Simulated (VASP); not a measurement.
# Ir (Pm-3n) in VASP: a series of runs, part 2 of 2

VASP 6.6.1.

## (4) Single point, r2SCAN

The input, POSCAR:

```
Ir
1.0
    4.9094568750      0.0000000000      0.0000000000
    0.0000000000      4.9094568750      0.0000000000
    0.0000000000      0.0000000000      4.9094568750
Ir
8
Direct
    0.5000000000      0.5000000000      0.5000000000
    0.0000000000      0.0000000000      0.0000000000
    0.2500000000      0.0000000000      0.5000000000
    0.5000000000      0.2500000000      0.0000000000
    0.5000000000      0.7500000000      0.0000000000
    0.7500000000      0.0000000000      0.5000000000
    0.0000000000      0.5000000000      0.7500000000
    0.0000000000      0.5000000000      0.2500000000
```

The input, INCAR.step1:

```
ALGO = Normal ; EDIFF = 1E-5
ENCUT = 550 ; GGA = PE
GGA_COMPAT = False ; ISMEAR = 0
LASPH = True ; LCHARG = False
LREAL = False ; LWAVE = True
NBANDS = 78 ; NELM = 120
PREC = Accurate ; SIGMA = 0.1
```

The input, INCAR.step2:

```
ALGO = Normal ; EDIFF = 1E-6
ENCUT = 550 ; GGA_COMPAT = False
ISIF = 2 ; ISMEAR = 0
ISTART = 1 ; LASPH = True
LCHARG = False ; LMIXTAU = True
LREAL = False ; LWAVE = False
METAGGA = R2SCAN ; NBANDS = 78
NELM = 120 ; PREC = Accurate
SIGMA = 0.1
```

The input, KPOINTS:

```
k-points
0
Gamma
  4 4 4
```

Potentials or basis: VASP PAW PBE potentials, release 64 (Ir_sv_GW).

The run is started by

```sh
> cat potpaw_PBE.64/Ir_sv_GW/POTCAR > POTCAR
> cp INCAR.step1 INCAR
> mpirun -np 1 vasp_std > vasp.out
> cp INCAR.step2 INCAR
> mpirun -np 1 vasp_std > vasp.out
```

OUTCAR:

```text
EDIFF = 1E-6
   ENCUT = 550
   ISIF = 2
   ISMEAR = 0
   ISTART = 1
   LASPH = True
   LREAL = False
   METAGGA = R2SCAN
   NELM = 120
   PREC = Accurate

 ion  position               nearest neighbor table
   1  0.500  0.500  0.500-   3 2.74   4 2.74   5 2.74   6 2.74   7 2.74   8 2.74   4 2.74   5 2.74
                             3 2.74   6 2.74   7 2.74   8 2.74
   2  0.000  0.000  0.000-   3 2.74   4 2.74   5 2.74   6 2.74   7 2.74   8 2.74   3 2.74   6 2.74
                             7 2.74   8 2.74   4 2.74   5 2.74
   3  0.250  0.000  0.500-   6 2.45   6 2.45   1 2.74   2 2.74   1 2.74   2 2.74   8 3.01   5 3.01
                             4 3.01   5 3.01   4 3.01   7 3.01   8 3.01   7 3.01
   4  0.500  0.250  0.000-   5 2.45   5 2.45   1 2.74   1 2.74   2 2.74   2 2.74   8 3.01   3 3.01
                             3 3.01   6 3.01   6 3.01   7 3.01   7 3.01   8 3.01
   5  0.500  0.750  0.000-   4 2.45   4 2.45   1 2.74   1 2.74   2 2.74   2 2.74   8 3.01   3 3.01
                             3 3.01   6 3.01   6 3.01   7 3.01   7 3.01   8 3.01
   6  0.750  0.000  0.500-   3 2.45   3 2.45   1 2.74   2 2.74   1 2.74   2 2.74   8 3.01   4 3.01
                             4 3.01   5 3.01   5 3.01   7 3.01   8 3.01   7 3.01
[... 198 lines left out ...]
      2     -83.1139      2.00000
      3     -82.8512      2.00000
      4     -82.8390      2.00000
      5     -82.8390      2.00000
      6     -82.7513      2.00000
[... 799 lines left out ...]
     77      13.0236      0.00000
     78      13.0237      0.00000

------------------------ aborting loop because EDIFF is reached ----------------------------------------

  FORCE on cell =-STRESS in cart. coord.  units (eV):
  Direction    XX          YY          ZZ          XY          YZ          ZX
  --------------------------------------------------------------------------------------
  -------------------------------------------------------------------------------------
  Total       -1.4276845     -1.4276845     -1.4276845      0.0000000      0.0000000      0.0000000
  in kB      -19.3304727    -19.3304727    -19.3304727      0.0000000      0.0000000      0.0000000
  external PRESSURE =     -19.3304727 kB  Pullay stress =       0.0000000 kB

 VOLUME and BASIS-vectors are now :
 -----------------------------------------------------------------------------
  energy-cutoff  :      550.00
  volume of cell :      118.33
      direct lattice vectors                 reciprocal lattice vectors
     4.909456875  0.000000000  0.000000000     0.203688519  0.000000000  0.000000000
     0.000000000  4.909456875  0.000000000     0.000000000  0.203688519  0.000000000
     0.000000000  0.000000000  4.909456875     0.000000000  0.000000000  0.203688519

 POSITION                                       TOTAL-FORCE (eV/Angst)
 -----------------------------------------------------------------------------------
      2.45473      2.45473      2.45473        -0.000000     -0.000000     -0.000000
      0.00000      0.00000      0.00000        -0.000000     -0.000000     -0.000000
      1.22736      0.00000      2.45473        -0.000000      0.000000     -0.000000
      2.45473      1.22736      0.00000        -0.000000      0.000000      0.000000
      2.45473      3.68209      0.00000         0.000000     -0.000000      0.000000
      3.68209      0.00000      2.45473         0.000000      0.000000      0.000000
      0.00000      2.45473      3.68209         0.000000      0.000000      0.000000
      0.00000      2.45473      1.22736        -0.000000      0.000000     -0.000000
 -----------------------------------------------------------------------------------
    total drift:                                0.000000     -0.000000      0.000000

  FREE ENERGIE OF THE ION-ELECTRON SYSTEM (eV)
  ---------------------------------------------------
  free  energy   TOTEN  =      -418.5985962729 eV

  energy  without entropy=     -418.5318853782  energy(sigma->0) =     -418.56524083
```

Run time: 3.3 min. Hardware: 1 thread of Intel Xeon 6975P-C (Granite Rapids), shared host; peak memory 0.3 GiB.

What came out:

```
Free energy            : -418.5986 eV
Pressure               : -1.9 GPa
Band gap on the k mesh : zero (band 68 reaches 12.28 eV, above the bottom of band 69 at 11.75 eV)
```

Caveat: the PAW data sets were made with another functional, which shifts forces and pressure a little; spin-orbit coupling is left out, which moves the levels of the heavy elements.

## (5) Summary

| task | potentials or basis | cell | cutoff (eV) | second run | gap on the mesh (eV) | pressure (GPa) |
| --- | --- | --- | --- | --- | --- | --- |
| single point | VASP PAW PBE potentials, release 64 (Ir) | a = 4.909 Å, 8 atoms | 520 | - | none | 2.4 |
| relaxation of cell and atoms | VASP PAW PBE potentials, release 64 (Ir) | relaxed from a = 4.877 Å, 8 atoms | 600 | - | none | -0.4 |
| single point | VASP PAW PBE potentials, release 64 (Ir_sv_GW) | a = 4.909 Å, 8 atoms | 550 | valence_matched | none | -1.9 |

Alike in all rows: level r2SCAN; no spin polarisation; k mesh 4 × 4 × 4; smearing gaussian 0.1 eV.

Caveats: the PAW data sets were made with another functional, which shifts forces and pressure a little; spin-orbit coupling is left out, which moves the levels of the heavy elements.

Absolute energies hang on the potentials; compare differences alone.
